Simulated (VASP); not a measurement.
# BaMoC2 (P4/mmm) in VASP: a series of runs, part 2 of 2

VASP 6.6.1. Earlier steps stand in the parts before.

## (3) Relaxation of cell and atoms, PBE

This run uses another cell than the first one, of 20.20 Å³/atom.

INCAR reads:

```
ALGO = Normal
EDIFF = 1E-7
EDIFFG = -0.04
ENCUT = 600
GGA = PE
IBRION = 2
ISIF = 3
ISMEAR = 0
LASPH = True
LCHARG = False
LREAL = False
LWAVE = False
NELM = 60
NSW = 90
PREC = Accurate
SIGMA = 0.1
```

KPOINTS reads:

```
k-points
0
Gamma
  6 6 4
```

POSCAR reads:

```
BaMoC2
1.0
    3.3557068800      0.0000000000      0.0000000000
    0.0000000000      3.3557068800      0.0000000000
    0.0000000000      0.0000000000      7.1770586100
Ba Mo C
1 1 2
Direct
    0.5000000000      0.5000000000      0.0000000000
    0.5000000000      0.5000000000      0.5000000000
    0.0000000000      0.5000000000      0.5000000000
    0.5000000000      0.0000000000      0.5000000000
```

Potentials or basis: VASP PAW PBE potentials, release 64 (Ba_sv, Mo_sv, C).

Launch:

```
$ cat potpaw_PBE.64/Ba_sv/POTCAR potpaw_PBE.64/Mo_sv/POTCAR potpaw_PBE.64/C/POTCAR > POTCAR
$ mpirun -np 1 vasp_std > vasp.out
```

OUTCAR:

```text
EDIFF = 1E-7
   EDIFFG = -0.04
   ENCUT = 600
   GGA = PE
   IBRION = 2
   ISIF = 3
   ISMEAR = 0
   LASPH = True
   LREAL = False
   NELM = 60
   NSW = 90
   PREC = Accurate

 ion  position               nearest neighbor table
   1  0.500  0.500  0.000-   2 3.59   2 3.59
   2  0.500  0.500  0.500-   3 1.68   4 1.68   4 1.68   3 1.68   1 3.59   1 3.59
   3  0.000  0.500  0.500-   2 1.68   2 1.68
   4  0.500  0.000  0.500-   2 1.68   2 1.68

  LATTYP: Found a simple tetragonal cell.
 ALAT       =     3.3557068800
 C/A-ratio  =     2.1387620751

  Lattice vectors:

 A1 = (   3.3557068800,   0.0000000000,   0.0000000000)
 A2 = (   0.0000000000,   3.3557068800,   0.0000000000)
 A3 = (   0.0000000000,   0.0000000000,   7.1770586100)

Analysis of symmetry for initial positions (statically):
=====================================================================
 Subroutine PRICEL returns:
 Original cell was already a primitive cell.

 Routine SETGRP: Setting up the symmetry group for a
 simple tetragonal supercell.

 Subroutine GETGRP returns: Found 16 space group operations
 (whereof 16 operations were pure point group operations)
 out of a pool of 16 trial point group operations.

The static configuration has the point symmetry D_4h.

Analysis of symmetry for dynamics (positions and initial velocities):
=====================================================================
 Subroutine PRICEL returns:
 Original cell was already a primitive cell.

 Routine SETGRP: Setting up the symmetry group for a
 simple tetragonal supercell.

 Subroutine GETGRP returns: Found 16 space group operations
 (whereof 16 operations were pure point group operations)
 out of a pool of 16 trial point group operations.

The dynamic configuration has the point symmetry D_4h.

 Subroutine INISYM returns: Found 16 space group operations
 (whereof 16 operations are pure point group operations),
 and found     1 'primitive' translations

----------------------------------------------------------------------------------------

[... 136 lines left out ...]
--------------------------------------- Ionic step        1  -------------------------------------------

 number of electron      32.0000001 magnetization

 Free energy of the ion-electron system (eV)
  ---------------------------------------------------
  ext. energy  EPLUGINS =         0.00000000
  ---------------------------------------------------
  free energy    TOTEN  =       -17.97518835 eV

  energy without entropy =      -17.95406556  energy(sigma->0) =      -17.96462695

------------------------ aborting loop because EDIFF is reached ----------------------------------------

  FORCE on cell =-STRESS in cart. coord.  units (eV):
  Direction    XX          YY          ZZ          XY          YZ          ZX
  --------------------------------------------------------------------------------------
  -------------------------------------------------------------------------------------
  Total       38.9720099     38.9720099     -1.8058875      0.0000000     -0.0000000      0.0000000
  in kB      772.5895989    772.5895989    -35.8003067      0.0000000     -0.0000000      0.0000000
  external PRESSURE =     503.1262971 kB  Pullay stress =       0.0000000 kB
[... 95 lines left out ...]
  FREE ENERGIE OF THE ION-ELECTRON SYSTEM (eV)
  ---------------------------------------------------
  free  energy   TOTEN  =       -24.5210720265 eV

  energy  without entropy=      -24.4893822850  energy(sigma->0) =      -24.50522716

 E-fermi :   3.7339     XC(G=0):  -8.9872

 val. band max:        3.7129115161   @ k =   0.3333   0.0000   0.2500
 cond. band min:       3.7998480838   @ k =   0.0000   0.0000   0.0000
 fundamental gap:      0.0869365677
 Fermi energy:         3.7338823854

 k-point     1 :       0.0000    0.0000    0.0000
  band No.  band energies     occupation
      1     -56.6377      2.00000
      2     -30.8892      2.00000
      3     -30.8892      2.00000
      4     -30.8377      2.00000
      5     -24.8236      2.00000
      6      -9.9741      2.00000
[... 541 lines left out ...]
     19       5.3939      0.00000
     20       5.9697      0.00000

 [... further k-points ...]

[... ionic steps 4 to 11 ...]

--------------------------------------- Ionic step       12  -------------------------------------------

 number of electron      31.9999994 magnetization

------------------------ aborting loop because EDIFF is reached ----------------------------------------
[... 71 lines left out ...]
--------------------------------------- Ionic step       14  -------------------------------------------

 number of electron      31.9999994 magnetization

 Free energy of the ion-electron system (eV)
  ---------------------------------------------------
  ext. energy  EPLUGINS =         0.00000000
  ---------------------------------------------------
  free energy    TOTEN  =       -25.33165379 eV

  energy without entropy =      -25.31347187  energy(sigma->0) =      -25.32256283

 E-fermi :   3.4927     XC(G=0):  -8.8219

 val. band max:        3.4875431868   @ k =   0.3333   0.0000   0.2500
 cond. band min:       3.5771908727   @ k =   0.3333   0.0000   0.2500
 fundamental gap:      0.0896476859
 Fermi energy:         3.4926545667

 k-point     1 :       0.0000    0.0000    0.0000
  band No.  band energies     occupation
      1     -56.9289      2.00000
      2     -31.1513      2.00000
      3     -31.1513      2.00000
      4     -31.0971      2.00000
      5     -25.1858      2.00000
      6     -10.3040      2.00000
[... 574 lines left out ...]
  FREE ENERGIE OF THE ION-ELECTRON SYSTEM (eV)
  ---------------------------------------------------
  free  energy   TOTEN  =       -25.3316537879 eV

  energy  without entropy=      -25.3134718723  energy(sigma->0) =      -25.32256283

 reached required accuracy - stopping structural energy minimisation
```

CONTCAR:

```text
BaMoC2
   1.00000000000000
     4.1039227378050755   -0.0000000000000000   -0.0000000000000000
     0.0000000000000000    4.1039227378050755    0.0000000000000000
     0.0000000000000000    0.0000000000000000    5.7680287446384186
  Ba              Mo              C
     1     1     2
Direct
     0.5000000000000000    0.5000000000000000    0.0000000000000000
     0.5000000000000000    0.5000000000000000    0.5000000000000000
     0.0000000000000000    0.5000000000000000    0.5000000000000000
     0.5000000000000000    0.0000000000000000    0.5000000000000000

  0.00000000E+00  0.00000000E+00  0.00000000E+00
  0.00000000E+00  0.00000000E+00  0.00000000E+00
  0.00000000E+00  0.00000000E+00  0.00000000E+00
  0.00000000E+00  0.00000000E+00  0.00000000E+00
```

Wall time 8.8 min (1 thread of Intel Xeon Platinum 8488C (Sapphire Rapids), shared host); peak memory 0.25 GiB.

Results:

```
Free energy                           : -25.3317 eV
Relaxed volume                        : 24.29 Å³/atom
Relaxed cell                          : a = 4.104 Å, b = 4.104 Å, c = 5.768 Å, α = 90.00°, β = 90.00°, γ = 90.00°
Space group after relaxing (to 0.1 Å) : P4/mmm (No. 123)
Energy gained by relaxing             : 1839.1 meV/atom
Ionic steps                           : 14
Pressure after relaxing               : 0.0 GPa
Band gap on the k mesh                : zero (bands 16 and 17 overlap by 1.29 eV)
```

The path:
| step | energy change (eV) | largest force (eV/Å) | pressure (GPa) | volume (Å³) |
| --- | --- | --- | --- | --- |
| 1 | 0.0000 | 0.0000 | 50.31 | 80.82 |
| 2 | -2.2190 | 0.0000 | -13.94 | 170.85 |
| 3 | -6.5459 | 0.0000 | -4.71 | 119.24 |
| 4 | -6.5803 | 0.0000 | -3.04 | 116.70 |
| 5 | -6.5834 | 0.0000 | -2.35 | 115.69 |
| 6 | -6.8339 | 0.0000 | -2.08 | 110.12 |
| 7 | -7.3116 | 0.0000 | 3.28 | 93.11 |
| 8 | -7.2816 | 0.0000 | -0.10 | 99.16 |
| 9 | -7.3380 | 0.0000 | 1.27 | 96.10 |
| 10 | -7.3413 | 0.0000 | 1.66 | 95.42 |
| 11 | -7.3157 | 0.0000 | -1.56 | 98.62 |
| 12 | -7.3556 | 0.0000 | 0.36 | 96.63 |
| 13 | -7.3562 | 0.0000 | -0.16 | 97.41 |
| 14 | -7.3565 | 0.0000 | 0.02 | 97.15 |

Final structure:
```
CELL_PARAMETERS angstrom
4.10392 0.00000 0.00000
0.00000 4.10392 0.00000
0.00000 0.00000 5.76803
ATOMIC_POSITIONS crystal
Ba 0.50000 0.50000 0.00000
Mo 0.50000 0.50000 0.50000
C 0.00000 0.50000 0.50000
C 0.50000 0.00000 0.50000
```

Levels at points of the mesh, in eV from the Fermi level:
```tsv
k point	band 12	band 13	band 14	band 15	band 16	band 17	band 18	band 19	band 20
(0.00, 0.00, 0.00)	-1.63	-1.08	-1.08	-0.78	-0.78	-0.63	0.10	0.16	0.73
(0.50, 0.00, 0.00)	-3.63	-2.41	-1.50	-0.76	-0.67	-0.29	0.11	0.70	3.10
(0.50, 0.50, 0.00)	-4.43	-4.25	-3.44	-3.44	-1.37	0.33	2.65	4.04	4.04
(0.00, 0.00, 0.50)	-1.25	-1.25	-0.76	-0.09	-0.09	0.12	0.38	1.07	1.58
(0.50, 0.00, 0.50)	-2.95	-2.38	-1.68	-0.30	-0.11	-0.01	1.32	1.39	2.09
(0.50, 0.50, 0.50)	-4.36	-4.23	-2.79	-2.79	-0.09	1.70	2.32	2.32	2.81
```

Caveat: the volume moved by over 15 % at a fixed basis, so the end points are rough; spin-orbit coupling is left out, which moves the levels of the heavy elements.

## (4) Single point, PBE

This run uses another cell than the first one, of 23.88 Å³/atom.

INCAR reads:

```
SYSTEM = BaMoC2
PREC = Accurate
ENCUT = 520
EDIFF = 1E-6
ISMEAR = 0
SIGMA = 0.1
LREAL = .FALSE.
LASPH = .TRUE.
NELM = 80
ALGO = Normal
ISIF = 2
LWAVE = .FALSE.
LCHARG = .FALSE.
GGA = PE
NBANDS = 24
```

KPOINTS reads:

```
Automatic mesh
0
G
  12 12 8
  0 0 0
```

POSCAR reads:

```
BaMoC2
1.0
    4.1250658150      0.0000000000      0.0000000000
    0.0000000000      4.1250658150      0.0000000000
    0.0000000000      0.0000000000      5.6132383186
Ba Mo C
1 1 2
Direct
    0.5000000000      0.5000000000      0.0000000000
    0.5000000000      0.5000000000      0.5000000000
    0.0000000000      0.5000000000      0.5000000000
    0.5000000000      0.0000000000      0.5000000000
```

Launch:

```
$ cat potpaw_PBE.64/Ba_sv/POTCAR potpaw_PBE.64/Mo_sv/POTCAR potpaw_PBE.64/C/POTCAR > POTCAR
$ mpirun -np 1 vasp_std > vasp.out
```

Wall time 3.4 min (1 thread of Intel Xeon Platinum 8488C (Sapphire Rapids), shared host); peak memory 0.45 GiB.

It converged, with:

| Item | Value |
| --- | --- |
| Free energy | -25.2612 eV |
| Pressure | 0.8 GPa |
| Band gap on the k mesh | zero (bands 16 and 17 overlap by 1.48 eV) |

Stress tensor (GPa, compression positive):
```
0.07 0.00 0.00
0.00 0.07 0.00
0.00 0.00 2.18
```

Levels at points of the mesh, in eV from the Fermi level:
```csv
k point,band 14,band 15,band 16,band 17,band 18,band 19
"(0.00, 0.00, 0.00)",-1.09,-1.02,-1.02,-0.48,0.09,0.11
"(0.50, 0.00, 0.00)",-1.67,-0.91,-0.76,-0.31,0.09,0.82
"(0.50, 0.50, 0.00)",-3.56,-3.56,-1.56,0.52,2.60,3.91
"(0.00, 0.00, 0.50)",-0.86,-0.18,-0.18,0.12,0.58,1.29
"(0.50, 0.00, 0.50)",-1.73,-0.31,-0.19,-0.11,1.54,1.55
"(0.50, 0.50, 0.50)",-2.78,-2.78,0.02,1.95,2.41,2.41
```

Caveat: spin-orbit coupling is left out, which moves the levels of the heavy elements.

## (5) Summary

| task | spin | cell | k mesh | cutoff (eV) | gap on the mesh (eV) | pressure (GPa) |
| --- | --- | --- | --- | --- | --- | --- |
| single point | collinear | a = 4.110, b = 4.110, c = 5.705 Å, 4 atoms | 4 × 4 × 4 | 520 | none | -0.1 |
| relaxation of cell and atoms | off | relaxed from a = 3.356, b = 3.356, c = 7.177 Å, 4 atoms | 6 × 6 × 4 | 600 | none | 0.0 |
| single point | off | a = 4.125, b = 4.125, c = 5.613 Å, 4 atoms | 12 × 12 × 8 | 520 | none | 0.8 |

Alike in all rows: level PBE; potentials or basis VASP PAW PBE potentials, release 64 (Ba_sv, Mo_sv, C); smearing gaussian 0.1 eV.

Caveats: some runs use coarse meshes; spin-orbit coupling is left out, which moves the levels of the heavy elements; the volume moved by over 15 % at a fixed basis, so the end points are rough (at least some runs).

Absolute energies hang on the potentials; compare differences alone.

The gap in the log of VASP goes by the Fermi energy; the results here count the filled bands.